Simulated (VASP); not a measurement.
# W (Fm-3m) in VASP: notebook

W is run at these levels: BLYP+D3(BJ), PBEsol+D4, RPBE+D3(BJ), RPBE+D4; tasks: relaxation of cell and atoms.

Everything below comes from runs of VASP 6.6.1. Logs are shortened: lines on timing, memory, paths and dates and some standing lists are left out, and cuts for length are marked.

## (1) The cell of the first run

It takes space group Fm-3m (No. 225, cubic). Conventional cell: a = 4.060 Å, b = 4.060 Å, c = 4.060 Å, α = 90.00°, β = 90.00°, γ = 90.00°. W (site symmetry m-3m) has 12 W at 2.87 Å within 3.8 Å.

## (2) Relaxation of cell and atoms, BLYP+D3(BJ)

Input file INCAR:

```
SYSTEM = W
  PREC = Accurate
  ENCUT = 600
  EDIFF = 1E-6
  ISMEAR = -1
  SIGMA = 0.05
  LREAL = .False.
  LASPH = .True.
  NELM = 100
  ALGO = Fast
  ISIF = 3
  LWAVE = .False.
  LCHARG = .False.
  GGA = B5
  ALDAX = 1.0
  AGGAX = 1.0
  AGGAC = 1.0
  ALDAC = 0.0
  IVDW = 12
  VDW_S6 = 1.0
  VDW_S8 = 2.6996
  VDW_A1 = 0.4298
  VDW_A2 = 4.2359
  IBRION = 2
  NSW = 60
  EDIFFG = -0.01
```

Input file KPOINTS:

```
Automatic mesh
0
Gamma
  11 11 11
  0 0 0
```

Input file POSCAR:

```
W
1.0
    0.0000000000      2.0300000000      2.0300000000
    2.0300000000      0.0000000000      2.0300000000
    2.0300000000      2.0300000000      0.0000000000
W
1
Direct
    0.0000000000      0.0000000000      0.0000000000
```

Potentials or basis: VASP PAW PBE potentials, release 64 (W_sv).

Started as:

```console
$ cat potpaw_PBE.64/W_sv/POTCAR > POTCAR
$ mpirun -np 1 vasp_std > vasp.out
```

OUTCAR:

```text
SYSTEM = W
   PREC = Accurate
   ENCUT = 600
   EDIFF = 1E-6
   ISMEAR = -1
   LREAL = .False.
   LASPH = .True.
   NELM = 100
   ISIF = 3
   GGA = B5
   IVDW = 12
   IBRION = 2
   NSW = 60
   EDIFFG = -0.01
 IVDW          = 12

 ion  position               nearest neighbor table
   1  0.000  0.000  0.000-

  LATTYP: Found a face centered cubic cell.
 ALAT       =     4.0600000000

  Lattice vectors:

 A1 = (   0.0000000000,   2.0300000000,   2.0300000000)
 A2 = (   2.0300000000,   0.0000000000,   2.0300000000)
 A3 = (   2.0300000000,   2.0300000000,   0.0000000000)

Analysis of symmetry for initial positions (statically):
=====================================================================
 Subroutine PRICEL returns:
 Original cell was already a primitive cell.

 Routine SETGRP: Setting up the symmetry group for a
 face centered cubic supercell.

 Subroutine GETGRP returns: Found 48 space group operations
 (whereof 48 operations were pure point group operations)
 out of a pool of 48 trial point group operations.

The static configuration has the point symmetry O_h .

Analysis of symmetry for dynamics (positions and initial velocities):
=====================================================================
 Subroutine PRICEL returns:
 Original cell was already a primitive cell.

 Routine SETGRP: Setting up the symmetry group for a
 face centered cubic supercell.

 Subroutine GETGRP returns: Found 48 space group operations
 (whereof 48 operations were pure point group operations)
 out of a pool of 48 trial point group operations.

The dynamic configuration has the point symmetry O_h .

 Subroutine INISYM returns: Found 48 space group operations
 (whereof 48 operations are pure point group operations),
 and found     1 'primitive' translations

----------------------------------------------------------------------------------------

                                     Primitive cell

  volume of cell :      16.7309

  direct lattice vectors                    reciprocal lattice vectors
     0.000000000  2.030000000  2.030000000    -0.246305419  0.246305419  0.246305419
     2.030000000  0.000000000  2.030000000     0.246305419 -0.246305419  0.246305419
     2.030000000  2.030000000  0.000000000     0.246305419  0.246305419 -0.246305419

  length of vectors
     2.870853532  2.870853532  2.870853532     0.426613499  0.426613499  0.426613499

  position of ions in fractional coordinates (direct lattice)
     0.000000000  0.000000000  0.000000000

  ion indices of the primitive-cell ions
   primitive index   ion index
                 1           1

----------------------------------------------------------------------------------------

 KPOINTS: Automatic mesh

Automatic generation of k-mesh.
 Grid dimensions read from file:
 generate k-points for:   11   11   11

 Generating k-lattice:

  Cartesian coordinates                     Fractional coordinates (reciprocal lattice)
    -0.022391402  0.022391402  0.022391402     0.090909091  0.000000000  0.000000000
     0.022391402 -0.022391402  0.022391402     0.000000000  0.090909091  0.000000000
     0.022391402  0.022391402 -0.022391402     0.000000000  0.000000000  0.090909091

  Length of vectors
     0.038783045  0.038783045  0.038783045

  Shift w.r.t. Gamma in fractional coordinates (k-lattice)
     0.000000000  0.000000000  0.000000000

 Subroutine IBZKPT returns following result:
 ===========================================

 Found     56 irreducible k-points:

 Following reciprocal coordinates:
            Coordinates               Weight
  0.000000  0.000000  0.000000      1.000000
  0.090909  0.000000  0.000000      8.000000
  0.181818  0.000000  0.000000      8.000000
  0.272727  0.000000  0.000000      8.000000
  0.363636  0.000000  0.000000      8.000000
  0.454545  0.000000  0.000000      8.000000
[... 16 lines left out ...]
 -0.272727  0.181818  0.000000     24.000000
 -0.181818  0.181818  0.000000     12.000000
 [... further k-points ...]
   k-points           NKPTS =     56   k-points in BZ     NKDIM =     56   number of bands    NBANDS=     11
   number of dos      NEDOS =    301   number of ions     NIONS =      1
   total plane-waves  NPLWV =  13824
   dimension x,y,z NGX =    24 NGY =   24 NGZ =   24
   dimension x,y,z NGXF=    48 NGYF=   48 NGZF=   48
   ions per type =               1
   NGX,Y,Z   is equivalent  to a cutoff of  13.90, 13.90, 13.90 a.u.
   NGXF,Y,Z  is equivalent  to a cutoff of  27.80, 27.80, 27.80 a.u.
 SYSTEM =  W
   PREC   = accura    normal or accurate (medium, high low for compatibility)
   ISTART =      0    job   : 0-new  1-cont  2-samecut
   ICHARG =      2    charge: 1-file 2-atom 10-const
   ISPIN  =      1    spin polarized calculation?
   LNONCOLLINEAR =      F non collinear calculations
   LSORBIT =      F    spin-orbit coupling
   LASPH  =      T    aspherical Exc in radial PAW
   ENCUT  =  600.0 eV  44.10 Ry    6.64 a.u.   5.73  5.73  5.73*2*pi/ulx,y,z
   NELM   =    100;   NELMIN=  2; NELMDL= -5     # of ELM steps
   EDIFF  = 0.1E-05   stopping-criterion for ELM
   LREAL  =      F    real-space projection
   EDIFFG = -.1E-01   stopping-criterion for IOM
   NSW    =     60    number of steps for IOM
   IBRION =      2    ionic relax: 0-MD 1-quasi-New 2-CG
   NFREE  =      1    steps in history (QN), initial steepest desc. (CG)
   ISIF   =      3    stress and relaxation
   ISYM   =      2    0-nonsym 1-usesym 2-fastsym
   POTIM  = 0.5000    time-step for ionic-motion
   TEBEG  =    0.0;   TEEND  =   0.0 temperature during run
   PSTRESS=    0.0 pullay stress
   NELECT =      14.0000    total number of electrons
   NUPDOWN=      -1.0000    fix difference up-down
   EMIN   =  10.00;   EMAX   =-10.00  energy-range for DOS
   EFERMI =   0.00;   METHOD = LEGACY
   ISMEAR =    -1;   SIGMA  =   0.05  broadening in eV -4-tet -1-fermi 0-gaus
   EFERMI_NEDOS =   21; number of points for ismear=-14 and -15
   IALGO  =     68    algorithm
   IMIX   =      4    mixing-type and parameters
     AMIX     =   0.40;   BMIX     =  1.00
     AMIX_MAG =   1.60;   BMIX_MAG =  1.00
  volume/ion in A,a.u.               =      16.73       112.91
  Fermi-wavevector in a.u.,A,eV,Ry     =   1.542688  2.915258 32.380324  2.379887
  Thomas-Fermi vector in A             =   2.648457
   LORBIT       =      0    0 simple, 1 ext, 2 COOP (PROOUT), +10 PAW based schemes
   GGA     = B5    functional components
   LHFCALC =     F    Hartree Fock is set to
   AEXX    =    0.0000 exact exchange contribution
   IVDW    =    12    specifies the selected vdW correction
   LEPSILON=     F    determine dielectric tensor
   LRPA    =     F    only Hartree local field effects (RPA)
 conjugate gradient relaxation of ions
 non-spin polarized calculation
 RMM-DIIS sequential band-by-band and
  energy-cutoff  :      600.00
  volume of cell :       16.73
 maximum number of plane-waves:       568
   NGX = 11   NGY = 11   NGZ = 11

--------------------------------------- Ionic step        1  -------------------------------------------

 number of electron      14.0000002 magnetization

 Free energy of the ion-electron system (eV)
  ---------------------------------------------------
  ext. energy  EPLUGINS =         0.00000000
  ---------------------------------------------------
  free energy    TOTEN  =       -10.84003823 eV

  energy without entropy =      -10.83079730  energy(sigma->0) =      -10.83541776

------------------------ aborting loop because EDIFF is reached ----------------------------------------

 Edisp (eV)   -1.61092

 E8    (eV) :    -1.2712

  FORCE on cell =-STRESS in cart. coord.  units (eV):
  Direction    XX          YY          ZZ          XY          YZ          ZX
  --------------------------------------------------------------------------------------
  -------------------------------------------------------------------------------------
  Total      -1.00791    -1.00791    -1.00791     0.00000    -0.00000     0.00000
  in kB     -96.51914   -96.51914   -96.51914     0.00000    -0.00000     0.00000
  external pressure =      -96.52 kB  Pullay stress =        0.00 kB
[... 98 lines left out ...]
  energy  without entropy=      -12.4594520441  energy(sigma->0) =      -12.46414146

--------------------------------------- Ionic step        4  -------------------------------------------

 number of electron      14.0000001 magnetization

 Free energy of the ion-electron system (eV)
  ---------------------------------------------------
  ext. energy  EPLUGINS =         0.00000000
  ---------------------------------------------------
  free energy    TOTEN  =       -10.79859911 eV

  energy without entropy =      -10.78921484  energy(sigma->0) =      -10.79390698

 E-fermi :  11.2085     XC(G=0): -12.8729

 val. band max:       11.1606614255   @ k =   0.4545   0.0909   0.0000
 cond. band min:      11.2097710245   @ k =   0.1818   0.0909   0.0000
 fundamental gap:      0.0491095990
 Fermi energy:        11.2085320222

 k-point     1 :       0.0000    0.0000    0.0000
  band No.  band energies     occupation
      1     -61.9661      2.00000
      2     -25.8422      2.00000
      3     -25.8422      2.00000
      4     -25.8422      2.00000
      5       2.4052      2.00000
      6      10.6160      1.99999
      7      10.6160      1.99999
      8      10.6160      1.99999
      9      13.7776      0.00000
     10      13.7776      0.00000
     11      24.2378      0.00000
[... 309 lines left out ...]
 k-point    24 :      -0.1818    0.1818    0.0000
  band No.  band energies     occupation
      1     -61.8876      2.00000
      2     -26.5327      2.00000
      3     -26.1328      2.00000
      4     -25.9253      2.00000
      5       5.6109      2.00000
      6       9.1161      2.00000
      7      10.5742      1.99999
      8      12.1603      0.00000
      9      12.2125      0.00000
     10      15.7901      0.00000
     11      25.8851      0.00000

 [... further k-points ...]

------------------------ aborting loop because EDIFF is reached ----------------------------------------

 Edisp (eV)   -1.67027

 E8    (eV) :    -1.3182

  FORCE on cell =-STRESS in cart. coord.  units (eV):
  Direction    XX          YY          ZZ          XY          YZ          ZX
  --------------------------------------------------------------------------------------
  -------------------------------------------------------------------------------------
  Total      -0.00469    -0.00469    -0.00469     0.00000     0.00000     0.00000
  in kB      -0.46516    -0.46516    -0.46516     0.00000     0.00000     0.00000
  external pressure =       -0.47 kB  Pullay stress =        0.00 kB
[... 16 lines left out ...]
  FREE ENERGIE OF THE ION-ELECTRON SYSTEM (eV)
  ---------------------------------------------------
  free  energy   TOTEN  =       -12.4688700531 eV

  energy  without entropy=      -12.4594857887  energy(sigma->0) =      -12.46417792

 reached required accuracy - stopping structural energy minimisation
```

Wall time 47 s (1 thread of Intel Xeon 6975P-C, shared host); peak memory 0.16 GiB.

What came out:

* Free energy: -12.4689 eV
* Relaxed volume: 16.16 Å³/atom
* Relaxed cell: a = 2.838 Å, b = 2.838 Å, c = 2.838 Å, α = 60.00°, β = 60.00°, γ = 60.00°
* Space group after relaxing (to 0.05 Å): Fm-3m (No. 225)
* Energy gained by relaxing: 17.9 meV/atom
* Ionic steps: 4
* Pressure after relaxing: 0.0 GPa
* Band gap on the k mesh: zero (band 7 reaches 14.25 eV, above the bottom of band 8 at 10.62 eV)
* Dispersion energy per atom: -1.670 eV

The path:
| step | energy change (eV) | largest force (eV/Å) | pressure (GPa) | volume (Å³) |
| --- | --- | --- | --- | --- |
| 1 | 0.0000 | 0.0000 | -9.65 | 16.73 |
| 2 | 0.1940 | 0.0000 | 42.77 | 14.41 |
| 3 | -0.0179 | 0.0000 | -0.48 | 16.18 |
| 4 | -0.0179 | 0.0000 | -0.05 | 16.16 |

Final structure:
```
W
1.0
     0.00000    2.00665    2.00665
     2.00665    0.00000    2.00665
     2.00665    2.00665    0.00000
W
1
Direct
  0.00000 0.00000 0.00000
```

Caveat: the PAW data sets were made with another functional, which shifts forces and pressure a little; spin-orbit coupling is left out, which moves the levels of the heavy elements; pairwise dispersion overbinds metals, which lowers pressure and volume.

(Part 1 of 2 ends here.)
